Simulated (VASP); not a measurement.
# GaN (F-43m) in VASP: a series of runs

GaN is run at these levels: r2SCAN+rVV10; tasks: single point.

Everything below comes from runs of VASP 6.6.1. Logs are shortened: lines on timing, memory, paths and dates and some standing lists are left out, and cuts for length are marked.

## 1. The cell of the first run

Symmetry: F-43m, No. 216, cubic system. The conventional cell has a = 4.477 Å, b = 4.477 Å, c = 4.477 Å, α = 90.00°, β = 90.00°, γ = 90.00°. Within 2.6 Å of Ga (site symmetry -43m) lie 4 N at 1.94 Å. N (site symmetry -43m) has 4 Ga at 1.94 Å within 2.6 Å.

## 2. Single point, r2SCAN+rVV10

POSCAR

```
GaN
1.0
    0.0000000000      2.2383759866      2.2383759866
    2.2383759866      0.0000000000      2.2383759866
    2.2383759866      2.2383759866      0.0000000000
Ga N
1 1
Direct
    0.0000000000      0.0000000000      0.0000000000
    0.2500000000      0.2500000000      0.2500000000
```

INCAR.step1

```
SYSTEM = GaN
  ALGO = Normal
  EDIFF = 1E-4
  ENCUT = 520
  GGA = PE
  ISMEAR = -1
  LASPH = .True.
  LCHARG = .False.
  LREAL = .False.
  LWAVE = .True.
  NBANDS = 16
  NELM = 60
  PREC = Accurate
  SIGMA = 0.05
```

INCAR.step2

```
SYSTEM = GaN
  ALGO = Normal
  BPARAM = 11.95
  CPARAM = 0.0093
  EDIFF = 1E-7
  ENCUT = 520
  ISIF = 2
  ISMEAR = -1
  ISTART = 1
  IVDW_NL = 2
  LASPH = .True.
  LCHARG = .True.
  LELF = .True.
  LMIXTAU = .True.
  LREAL = .False.
  LUSE_VDW = .True.
  LVHAR = .True.
  LWAVE = .False.
  METAGGA = R2SCAN
  NBANDS = 16
  NELM = 60
  PREC = Accurate
  SIGMA = 0.05
```

KPOINTS

```
k-points
0
Gamma
  10 10 10
  0 0 0
```

Potentials or basis: VASP PAW PBE potentials, release 64 (Ga_d, N).

Started as:

```console
$ cat potpaw_PBE.64/Ga_d/POTCAR potpaw_PBE.64/N/POTCAR > POTCAR
$ cp INCAR.step1 INCAR
$ mpirun -np 1 vasp_std > vasp.out
$ cp INCAR.step2 INCAR
$ mpirun -np 1 vasp_std > vasp.out
```

OUTCAR:

```text
SYSTEM = GaN
   BPARAM = 11.95
   EDIFF = 1E-7
   ENCUT = 520
   ISIF = 2
   ISMEAR = -1
   ISTART = 1
   IVDW_NL = 2
   LASPH = .True.
   LREAL = .False.
   METAGGA = R2SCAN
   NELM = 60
   PREC = Accurate

 ion  position               nearest neighbor table
   1  0.000  0.000  0.000-   2 1.94   2 1.94   2 1.94   2 1.94
   2  0.250  0.250  0.250-   1 1.94   1 1.94   1 1.94   1 1.94

  LATTYP: Found a face centered cubic cell.
 ALAT       =     4.4767519732

  Lattice vectors:

 A1 = (   0.0000000000,   2.2383759866,   2.2383759866)
 A2 = (   2.2383759866,   0.0000000000,   2.2383759866)
 A3 = (   2.2383759866,   2.2383759866,   0.0000000000)

Analysis of symmetry for initial positions (statically):
=====================================================================
 Subroutine PRICEL returns:
 Original cell was already a primitive cell.

 Routine SETGRP: Setting up the symmetry group for a
 face centered cubic supercell.

 Subroutine GETGRP returns: Found 24 space group operations
 (whereof 24 operations were pure point group operations)
 out of a pool of 48 trial point group operations.

The static configuration has the point symmetry T_d .

Analysis of symmetry for dynamics (positions and initial velocities):
=====================================================================
 Subroutine PRICEL returns:
 Original cell was already a primitive cell.

 Routine SETGRP: Setting up the symmetry group for a
 face centered cubic supercell.

 Subroutine GETGRP returns: Found 24 space group operations
 (whereof 24 operations were pure point group operations)
 out of a pool of 48 trial point group operations.

The dynamic configuration has the point symmetry T_d .

 Subroutine INISYM returns: Found 24 space group operations
 (whereof 24 operations are pure point group operations),
 and found     1 'primitive' translations

----------------------------------------------------------------------------------------

                                     Primitive cell

  volume of cell :      22.4300

  direct lattice vectors                    reciprocal lattice vectors
     0.000000000  2.238375987  2.238375987    -0.223376235  0.223376235  0.223376235
     2.238375987  0.000000000  2.238375987     0.223376235 -0.223376235  0.223376235
     2.238375987  2.238375987  0.000000000     0.223376235  0.223376235 -0.223376235

  length of vectors
     3.165541678  3.165541678  3.165541678     0.386898988  0.386898988  0.386898988

  position of ions in fractional coordinates (direct lattice)
     0.000000000  0.000000000  0.000000000
     0.250000000  0.250000000  0.250000000

  ion indices of the primitive-cell ions
   primitive index   ion index
                 1           1
                 2           2

----------------------------------------------------------------------------------------

 KPOINTS: k-points

Automatic generation of k-mesh.
 Grid dimensions read from file:
 generate k-points for:   10   10   10

 Generating k-lattice:

  Cartesian coordinates                     Fractional coordinates (reciprocal lattice)
    -0.022337623  0.022337623  0.022337623     0.100000000  0.000000000  0.000000000
     0.022337623 -0.022337623  0.022337623     0.000000000  0.100000000  0.000000000
     0.022337623  0.022337623 -0.022337623     0.000000000  0.000000000  0.100000000

  Length of vectors
     0.038689899  0.038689899  0.038689899

  Shift w.r.t. Gamma in fractional coordinates (k-lattice)
     0.000000000  0.000000000  0.000000000

 Subroutine IBZKPT returns following result:
 ===========================================

 Found     47 irreducible k-points:

 Following reciprocal coordinates:
            Coordinates               Weight
  0.000000  0.000000  0.000000      1.000000
  0.100000  0.000000  0.000000      8.000000
  0.200000  0.000000  0.000000      8.000000
  0.300000  0.000000  0.000000      8.000000
  0.400000  0.000000  0.000000      8.000000
  0.500000  0.000000  0.000000      4.000000
[... 16 lines left out ...]
  0.300000  0.300000  0.000000      6.000000
  0.400000  0.300000  0.000000     24.000000
 [... further k-points ...]
   k-points           NKPTS =     47   k-points in BZ     NKDIM =     47   number of bands    NBANDS=     16
   number of dos      NEDOS =    301   number of ions     NIONS =      2
   total plane-waves  NPLWV =  13824
   dimension x,y,z NGX =    24 NGY =   24 NGZ =   24
   dimension x,y,z NGXF=    48 NGYF=   48 NGZF=   48
   ions per type =               1   1
   NGX,Y,Z   is equivalent  to a cutoff of  12.60, 12.60, 12.60 a.u.
   NGXF,Y,Z  is equivalent  to a cutoff of  25.21, 25.21, 25.21 a.u.
 SYSTEM =  GaN
   PREC   = accura    normal or accurate (medium, high low for compatibility)
   ISTART =      1    job   : 0-new  1-cont  2-samecut
   ICHARG =      0    charge: 1-file 2-atom 10-const
   ISPIN  =      1    spin polarized calculation?
   LNONCOLLINEAR =      F non collinear calculations
   LSORBIT =      F    spin-orbit coupling
   LASPH  =      T    aspherical Exc in radial PAW
   ENCUT  =  520.0 eV  38.22 Ry    6.18 a.u.   5.89  5.89  5.89*2*pi/ulx,y,z
   NELM   =     60;   NELMIN=  2; NELMDL=  0     # of ELM steps
   EDIFF  = 0.1E-06   stopping-criterion for ELM
   LREAL  =      F    real-space projection
   EDIFFG = 0.1E-05   stopping-criterion for IOM
   NSW    =      0    number of steps for IOM
   IBRION =     -1    ionic relax: 0-MD 1-quasi-New 2-CG
   NFREE  =      0    steps in history (QN), initial steepest desc. (CG)
   ISIF   =      2    stress and relaxation
   ISYM   =      2    0-nonsym 1-usesym 2-fastsym
   POTIM  = 0.5000    time-step for ionic-motion
   TEBEG  =    0.0;   TEEND  =   0.0 temperature during run
   PSTRESS=    0.0 pullay stress
   NELECT =      18.0000    total number of electrons
   NUPDOWN=      -1.0000    fix difference up-down
   EMIN   =  10.00;   EMAX   =-10.00  energy-range for DOS
   EFERMI =   0.00;   METHOD = LEGACY
   ISMEAR =    -1;   SIGMA  =   0.05  broadening in eV -4-tet -1-fermi 0-gaus
   EFERMI_NEDOS =   21; number of points for ismear=-14 and -15
   IALGO  =     38    algorithm
   IMIX   =      4    mixing-type and parameters
     AMIX     =   0.40;   BMIX     =  1.00
     AMIX_MAG =   1.60;   BMIX_MAG =  1.00
  volume/ion in A,a.u.               =      11.21        75.68
  Fermi-wavevector in a.u.,A,eV,Ry     =   1.521327  2.874892 31.489820  2.314436
  Thomas-Fermi vector in A             =   2.630057
   LORBIT       =      0    0 simple, 1 ext, 2 COOP (PROOUT), +10 PAW based schemes
   METAGGA = R2SCAN    functional components
   LHFCALC =     F    Hartree Fock is set to
   AEXX    =    0.0000 exact exchange contribution
   IVDW_NL    =     2    kernel type
   BPARAM     =11.9500
   IVDW    =     0    specifies the selected vdW correction
   LEPSILON=     F    determine dielectric tensor
   LRPA    =     F    only Hartree local field effects (RPA)
 non-spin polarized calculation
  energy-cutoff  :      520.00
  volume of cell :       22.43
 maximum number of plane-waves:       620
   NGX = 11   NGY = 11   NGZ = 11

 number of electron      18.0000015 magnetization

 Free energy of the ion-electron system (eV)
  ---------------------------------------------------
  ext. energy  EPLUGINS =         0.00000000
  ---------------------------------------------------
  free energy    TOTEN  =       -21.39886531 eV

  energy without entropy =      -21.39886531  energy(sigma->0) =      -21.39886531

 E-fermi :   6.2737     XC(G=0): -12.8060

 val. band max:        5.2245717313   @ k =   0.0000   0.0000   0.0000
 cond. band min:       7.4435490811   @ k =   0.0000   0.0000   0.0000
 fundamental gap:      2.2189773498
 Fermi energy:         6.2737028829

 k-point     1 :       0.0000    0.0000    0.0000
  band No.  band energies     occupation
      1     -11.6915      2.00000
      2      -8.6018      2.00000
      3      -8.6018      2.00000
      4      -8.6018      2.00000
      5      -8.2274      2.00000
      6      -8.2274      2.00000
[... 8 lines left out ...]
     15      25.0545      0.00000
     16      25.0546      0.00000

 k-point     2 :       0.1000    0.0000    0.0000
  band No.  band energies     occupation
      1     -11.5756      2.00000
      2      -8.5867      2.00000
      3      -8.5867      2.00000
      4      -8.5631      2.00000
      5      -8.2287      2.00000
      6      -8.2287      2.00000
[... 8 lines left out ...]
     15      23.6340      0.00000
     16      23.7365      0.00000

 k-point     3 :       0.2000    0.0000    0.0000
  band No.  band energies     occupation
      1     -11.2767      2.00000
      2      -8.5512      2.00000
      3      -8.5512      2.00000
      4      -8.4059      2.00000
      5      -8.2276      2.00000
      6      -8.2276      2.00000
[... 8 lines left out ...]
     15      22.8414      0.00000
     16      22.8414      0.00000

 k-point     4 :       0.3000    0.0000    0.0000
  band No.  band energies     occupation
      1     -10.9362      2.00000
      2      -8.5182      2.00000
      3      -8.5182      2.00000
      4      -8.2139      2.00000
      5      -8.2139      2.00000
      6      -8.0320      2.00000
[... 8 lines left out ...]
     15      23.4232      0.00000
     16      23.4232      0.00000
[... 324 lines left out ...]
 k-point    22 :      -0.2000    0.2000    0.0000
  band No.  band energies     occupation
      1     -10.8304      2.00000
      2      -8.4970      2.00000
      3      -8.4859      2.00000
      4      -8.2511      2.00000
      5      -8.2492      2.00000
      6      -7.8560      2.00000
[... 8 lines left out ...]
     15      23.7266      0.00000
     16      26.9923      0.00000

 k-point    23 :       0.3000    0.3000    0.0000
  band No.  band energies     occupation
      1     -10.7266      2.00000
      2      -8.4258      2.00000
      3      -8.3909      2.00000
      4      -8.3909      2.00000
      5      -8.1724      2.00000
      6      -7.8548      2.00000
[... 8 lines left out ...]
     15      28.2249      0.00000
     16      29.0471      0.00000

 k-point    24 :       0.4000    0.3000    0.0000
  band No.  band energies     occupation
      1     -10.5682      2.00000
      2      -8.4440      2.00000
      3      -8.3512      2.00000
      4      -8.3484      2.00000
      5      -8.1619      2.00000
      6      -7.4325      2.00000
[... 8 lines left out ...]
     15      28.7339      0.00000
     16      28.8880      0.00000

 [... further k-points ...]
[... 5 lines left out ...]
  --------------------------------------------------------------------------------------
  -------------------------------------------------------------------------------------
  Total        0.3716139      0.3716139      0.3716139      0.0000000     -0.0000000      0.0000000
  in kB       26.5444334     26.5444334     26.5444334      0.0000000     -0.0000000      0.0000000
  external PRESSURE =      26.5444334 kB  Pullay stress =       0.0000000 kB

 VOLUME and BASIS-vectors are now :
 -----------------------------------------------------------------------------
  energy-cutoff  :      520.00
  volume of cell :       22.43
      direct lattice vectors                 reciprocal lattice vectors
     0.000000000  2.238375987  2.238375987    -0.223376235  0.223376235  0.223376235
     2.238375987  0.000000000  2.238375987     0.223376235 -0.223376235  0.223376235
     2.238375987  2.238375987  0.000000000     0.223376235  0.223376235 -0.223376235

 POSITION                                       TOTAL-FORCE (eV/Angst)
 -----------------------------------------------------------------------------------
      0.00000      0.00000      0.00000        -0.000000     -0.000000     -0.000000
      1.11919      1.11919      1.11919         0.000000      0.000000      0.000000
 -----------------------------------------------------------------------------------
    total drift:                                0.000007      0.000007      0.000007

  FREE ENERGIE OF THE ION-ELECTRON SYSTEM (eV)
  ---------------------------------------------------
  free  energy   TOTEN  =       -21.3988653134 eV

  energy  without entropy=      -21.3988653134  energy(sigma->0) =      -21.39886531
```

Wall time 48 s (1 thread of Intel Xeon 6975P-C (Granite Rapids), shared host); peak memory 0.22 GiB.

Results:

```
Free energy            : -21.3989 eV
Pressure               : 2.7 GPa
Band gap on the k mesh : 2.22 eV
```

Caveat: the PAW data sets were made with another functional, which shifts forces and pressure a little.

## 3. Single point, r2SCAN+rVV10

This run uses another cell than the first one, of 11.44 Å³/atom.

POSCAR

```
GaN
1.0
    0.0000000000      2.2535006075      2.2535006075
    2.2535006075      0.0000000000      2.2535006075
    2.2535006075      2.2535006075      0.0000000000
Ga N
1 1
Direct
    0.0000000000      0.0000000000      0.0000000000
    0.2500000000      0.2500000000      0.2500000000
```

INCAR.step1

```
SYSTEM = GaN
ALGO     = Normal         ! electronic algorithm
EDIFF    = 1E-4           ! SCF threshold, eV
ENCUT    = 520            ! plane-wave cutoff, eV
GGA      = PE             ! functional
ISMEAR   = -1             ! smearing method
LASPH    = .True.         ! aspherical terms in the spheres
LCHARG   = .False.        ! write CHGCAR
LREAL    = .False.        ! projectors in reciprocal space
LWAVE    = .True.         ! write WAVECAR
NBANDS   = 16             ! bands
NELM     = 60             ! most SCF steps
PREC     = Accurate       ! precision mode
SIGMA    = 0.05           ! smearing width, eV
```

INCAR.step2

```
SYSTEM = GaN
ALGO     = Normal         ! electronic algorithm
BPARAM   = 11.95        
CPARAM   = 0.0093       
EDIFF    = 1E-6           ! SCF threshold, eV
ENCUT    = 520            ! plane-wave cutoff, eV
ISIF     = 2              ! what is computed and relaxed
ISMEAR   = -1             ! smearing method
ISTART   = 1            
IVDW_NL  = 2            
LASPH    = .True.         ! aspherical terms in the spheres
LCHARG   = .False.        ! write CHGCAR
LMIXTAU  = .True.       
LREAL    = .False.        ! projectors in reciprocal space
LUSE_VDW = .True.       
LWAVE    = .False.        ! write WAVECAR
METAGGA  = R2SCAN         ! meta-GGA
NBANDS   = 16             ! bands
NELM     = 60             ! most SCF steps
PREC     = Accurate       ! precision mode
SIGMA    = 0.05           ! smearing width, eV
```

KPOINTS is that of step 2.

Potentials or basis: VASP PAW PBE potentials, release 64 (Ga_d, N).

Started as:

```console
$ cat potpaw_PBE.64/Ga_d/POTCAR potpaw_PBE.64/N/POTCAR > POTCAR
$ cp INCAR.step1 INCAR
$ mpirun -np 1 vasp_std > vasp.out
$ cp INCAR.step2 INCAR
$ mpirun -np 1 vasp_std > vasp.out
```

It took 35 s on 1 thread of Intel Xeon 6975P-C (Granite Rapids), shared host; peak memory 0.21 GiB.

It converged, with:

```
Free energy            : -21.4010 eV
Pressure               : -1.2 GPa
Band gap on the k mesh : 2.09 eV
```

Levels at points of the mesh, in eV from the valence-band top:
| k point | band 5 | band 6 | band 7 | band 8 | band 9 | band 10 | band 11 | band 12 | band 13 | band 14 |
| --- | --- | --- | --- | --- | --- | --- | --- | --- | --- | --- |
| (0.00, 0.00, 0.00) | -13.46 | -13.46 | 0.00 | 0.00 | 0.00 | 2.09 | 10.99 | 10.99 | 10.99 | 18.48 |
| (0.50, 0.00, 0.00) | -13.41 | -12.34 | -7.17 | -1.00 | -1.00 | 5.14 | 9.40 | 10.97 | 10.98 | 16.43 |
| (0.50, 0.50, 0.00) | -13.38 | -11.96 | -6.22 | -2.79 | -2.79 | 3.72 | 7.22 | 12.53 | 14.92 | 14.92 |

Caveat: the PAW data sets were made with another functional, which shifts forces and pressure a little.

(Part 1 of 2 ends here.)
